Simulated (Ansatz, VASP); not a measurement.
This is a calculation of Si3N4 for Ansatz 0.2.0.

The input input.yaml:

```yaml
crystal:
  lattice:
    - [4.13078, 0.0, 0.0]
    - [0.0, 4.13078, 0.0]
    - [0.0, 0.0, 4.13078]
  atoms:
    - { symbol: Si, position: [0.0, 0.0, 0.5] }
    - { symbol: Si, position: [0.5, 0.0, 0.0] }
    - { symbol: Si, position: [0.0, 0.5, 0.0] }
    - { symbol: "N", position: [0.23952, 0.23952, 0.76048] }
    - { symbol: "N", position: [0.76048, 0.76048, 0.76048] }
    - { symbol: "N", position: [0.23952, 0.76048, 0.23952] }
    - { symbol: "N", position: [0.76048, 0.23952, 0.23952] }
kpoints:
  mp_grid: { grid: [7, 7, 7] }
scf:
  occupations: { method: fermi_dirac, width: 0.05 }
hamiltonian:
  xc: pbe
  pseudopotentials: { kind: all_electron, datasets: crystal }
output:
  forces: true
  stress: true
  eigenvalues: true
  efg: {}
```

Potentials or basis: all-electron PAW datasets made for the crystal.

Run with:

```bash
$ ansatz run input.yaml --threads 4 --pin off --max-ram 12288MiB --backend cpu --events-out ev --progress --plain --runs-dir out
```

Task: Translate it to VASP 6.6.1. Potentials there: VASP PAW PBE potentials, release 64 (Si, N).

Result: As run (the cutoff follows the program's own potentials):

File INCAR:

```
PREC = Accurate
ENCUT = 520
EDIFF = 1E-8
ISMEAR = -1
SIGMA = 0.05
LREAL = False
LASPH = True
NELM = 100
ALGO = Normal
ISIF = 2
LWAVE = False
LCHARG = False
GGA = PE
LEFG = True
NBANDS = 25
```

KPOINTS

```
regular mesh
0
Gamma
  7 7 7
```

POSCAR

```
Si3N4
1.0
    4.1307800000      0.0000000000      0.0000000000
    0.0000000000      4.1307800000      0.0000000000
    0.0000000000      0.0000000000      4.1307800000
Si N
3 4
Direct
    0.0000000000      0.0000000000      0.5000000000
    0.5000000000      0.0000000000      0.0000000000
    0.0000000000      0.5000000000      0.0000000000
    0.2395200000      0.2395200000      0.7604800000
    0.7604800000      0.7604800000      0.7604800000
    0.2395200000      0.7604800000      0.2395200000
    0.7604800000      0.2395200000      0.2395200000
```

Potentials or basis: VASP PAW PBE potentials, release 64 (Si, N).

The run is started by

```sh
$ cat potpaw_PBE.64/Si/POTCAR potpaw_PBE.64/N/POTCAR > POTCAR
$ mpirun -np 1 vasp_std > vasp.out
```

Both were run:

|  | VASP | Ansatz | Ansatz less VASP |
| --- | --- | --- | --- |
| gap on the k mesh at the Fermi level (eV) | 2.74 | 2.74 | +0.004 |
| least direct gap on the mesh (eV) | 2.92 | 2.92 | +0.005 |
| pressure (GPa) | -0.2 | 0.0 | +0.26 |
| rms of the force components (eV/Å) | 0.008 | 0.003 | -0.0049 |
| size of Vzz on the site where it differs most (V/Å²) | 57.6 | 58.2 | +0.60 |

Atom by atom the forces differ by 0.010 eV/Å (rms over components). Ansatz ran all-electron here, and VASP with PAW potentials.
